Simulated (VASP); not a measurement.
Set up this calculation in VASP 6.6.1, as the native input.

| Property | Result |
| --- | --- |
| Task | single point |
| Functional | PBE |
| Potentials or basis | VASP PAW PBE potentials, release 64 (K_sv, Zn, W_sv, O) |
| Cutoff | 520 eV |
| k mesh | 4 × 4 × 4 |
| Occupations | gaussian, width 0.1 eV |
| Spin | no spin polarisation |
| Dipole correction | no |
| Further INCAR settings | ALGO = Normal; EDIFF = 1e-06; NBANDS = 38 |

The structure of KZnWO4 lies in POSCAR:

```
KZnWO4
1.0
    0.0000000000      4.3490668889      4.3490668889
    4.3490668889      0.0000000000      4.3490668889
    4.3490668889      4.3490668889      0.0000000000
K Zn W O
1 1 1 4
Direct
    0.2500000000      0.2500000000      0.2500000000
    0.0000000000      0.0000000000      0.0000000000
    0.7500000000      0.7500000000      0.7500000000
    0.8700642849      0.8700642849      0.3898071453
    0.3898071453      0.8700642849      0.8700642849
    0.8700642849      0.8700642849      0.8700642849
    0.8700642849      0.3898071453      0.8700642849
```

The cell was generated, and may not be a known phase.

The input as run:

INCAR

```
PREC = Accurate ; ENCUT = 520
EDIFF = 1E-6 ; ISMEAR = 0
SIGMA = 0.1 ; LREAL = F
LASPH = T ; NELM = 100
ALGO = Normal ; ISIF = 2
LWAVE = F ; LCHARG = F
GGA = PE ; NBANDS = 38
```

KPOINTS

```
regular mesh
0
Gamma
  4 4 4
```

Potentials or basis: VASP PAW PBE potentials, release 64 (K_sv, Zn, W_sv, O).

The run is started by

```sh
$ cat potpaw_PBE.64/K_sv/POTCAR potpaw_PBE.64/Zn/POTCAR potpaw_PBE.64/W_sv/POTCAR potpaw_PBE.64/O/POTCAR > POTCAR
$ mpirun -np 1 vasp_std > vasp.out
```

Results of the run:

* Pressure: 1.1 GPa
* Largest force: 0.248 eV/Å
* Band gap on the k mesh: zero (an odd number of electrons rules out a gap without spin polarisation)

Caveat: spin-orbit coupling is left out, which moves the levels of the heavy elements; an odd number of electrons without spin polarisation forces a metal; a magnetic or distorted state may lie lower.

Run time: 45 s on 1 thread of Oxide Virtual Turin-like Processor (shared host), peak memory 0.32 GiB.
